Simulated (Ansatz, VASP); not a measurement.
One calculation of Mo2Se2S, two programs

```
Mo Se S
1.0
     3.33638    0.00000    0.00000
    -1.66819    2.88939    0.00000
     0.00000    0.00000   10.53839
Mo Se S
2 2 1
Direct
  0.33333 0.66667 0.85760
  0.33333 0.66667 0.14240
  0.00000 0.00000 0.69709
  0.00000 0.00000 0.30291
  0.00000 0.00000 0.00000
```

Alike in both runs: functional PBE; k mesh 12 × 12 × 4; occupations gaussian, width 0.1 eV; no spin polarisation.

Ansatz relaxed the structure, and its values are those at the end. VASP's run is a single point on that final structure, the one shown.

|  | VASP | Ansatz |
| --- | --- | --- |
| version | VASP 6.6.1 | Ansatz 0.2.0 |
| potentials or method | VASP PAW PBE potentials, release 64 (Mo_sv, Se, S), cutoff 500 eV | scalar-relativistic, plane waves, PAW |
| valence electrons in the cell | 46 | 66 |

Ansatz gave:

| Quantity | Value |
| --- | --- |
| gap on the k mesh at the Fermi level (eV) | none |
| pressure (GPa) | 0.0 |
| rms of the force components (eV/Å) | 0.000 |

Q: Estimate VASP's values.

A: gap on the k mesh at the Fermi level (eV): none; pressure (GPa): 0.2; rms of the force components (eV/Å): 0.010.

A gap of «none» marks a metal or a gap that the smearing closes. With one functional, cell and mesh, what is left measures potentials, basis and numerics. VASP's potentials hold 46 valence electrons a cell and Ansatz's 66, so a difference there can come from the potentials and not from the codes.
